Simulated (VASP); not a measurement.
A run of VASP 6.6.1:

POSCAR

```
NaF
1.0
    0.0000000000      2.3422220339      2.3422220339
    2.3422220339      0.0000000000      2.3422220339
    2.3422220339      2.3422220339      0.0000000000
Na F
1 1
Direct
    0.0000000000      0.0000000000      0.0000000000
    0.5000000000      0.5000000000      0.5000000000
```

Contents of INCAR.step1:

```
ALGO     = Normal         # electronic algorithm
EDIFF    = 1E-4           # SCF threshold, eV
ENCUT    = 520            # plane-wave cutoff, eV
GGA      = PE             # functional
ISMEAR   = 0              # smearing method
LASPH    = True           # aspherical terms in the spheres
LCHARG   = False          # write CHGCAR
LREAL    = False          # projectors in reciprocal space
LWAVE    = True           # write WAVECAR
NBANDS   = 14             # bands
NELM     = 60             # most SCF steps
PREC     = Accurate       # precision mode
SIGMA    = 0.01           # smearing width, eV
```

INCAR.step2

```
ALGO     = Normal         # electronic algorithm
EDIFF    = 1E-7           # SCF threshold, eV
ENCUT    = 520            # plane-wave cutoff, eV
ISIF     = 2              # what is computed and relaxed
ISMEAR   = 0              # smearing method
ISTART   = 1            
LASPH    = True           # aspherical terms in the spheres
LCHARG   = False          # write CHGCAR
LMIXTAU  = True         
LREAL    = False          # projectors in reciprocal space
LWAVE    = False          # write WAVECAR
METAGGA  = R2SCAN         # meta-GGA
NBANDS   = 14             # bands
NELM     = 60             # most SCF steps
PREC     = Accurate       # precision mode
SIGMA    = 0.01           # smearing width, eV
```

The input KPOINTS:

```
k-points
0
Gamma
  8 8 8
```

Potentials or basis: VASP PAW PBE potentials, release 64 (Na_pv, F).

The run is started by

```sh
$ cat potpaw_PBE.64/Na_pv/POTCAR potpaw_PBE.64/F/POTCAR > POTCAR
$ cp INCAR.step1 INCAR
$ mpirun -np 1 vasp_std > vasp.out
$ cp INCAR.step2 INCAR
$ mpirun -np 1 vasp_std > vasp.out
```

Hardware: 1 thread of Intel Xeon 6975P-C, on a shared host.

Estimate the wall time of this run.

It took 2.6 min on 1 thread of Intel Xeon 6975P-C, on a shared host, peak memory 0.15 GiB. Counts: k points 29.
